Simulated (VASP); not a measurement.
Input of a VASP 6.6.1 run:

Contents of INCAR:

```
SYSTEM = Co
PREC = Accurate
ENCUT = 520
EDIFF = 1E-7
ISMEAR = 0
SIGMA = 0.15
LREAL = .FALSE.
LASPH = .TRUE.
NELM = 150
ALGO = Fast
ISIF = 2
LWAVE = .FALSE.
LCHARG = .FALSE.
ISPIN = 2
MAGMOM = 1.86 1.88 1.86 1.88
LORBIT = 11
LMAXMIX = 4
GGA = PE
NBANDS = 30
```

Contents of KPOINTS:

```
Automatic mesh
0
G
  24 24 6
  0 0 0
```

File POSCAR:

```
Co
1.0
    2.4915950168      0.0000000000      0.0000000000
   -1.2457975084      2.1577845804      0.0000000000
    0.0000000000      0.0000000000      8.0933174787
Co
4
Direct
    0.0000000000      0.0000000000      0.0000000000
    0.3333333333      0.6666666667      0.2500000000
    0.0000000000      0.0000000000      0.5000000000
    0.6666666667      0.3333333333      0.7500000000
```

Potentials or basis: VASP PAW PBE potentials, release 64 (Co).

Command:

```sh
$ cat potpaw_PBE.64/Co/POTCAR > POTCAR
$ mpirun -np 1 vasp_std > vasp.out
```

(1) Predict the pressure.

(2) Estimate the site moments.

(3) Predict the net moment.

Results:

(1) -0.5 GPa.

(2) Co +1.64, +1.66 (each value once) μB.

(3) 6.52 μB per cell.
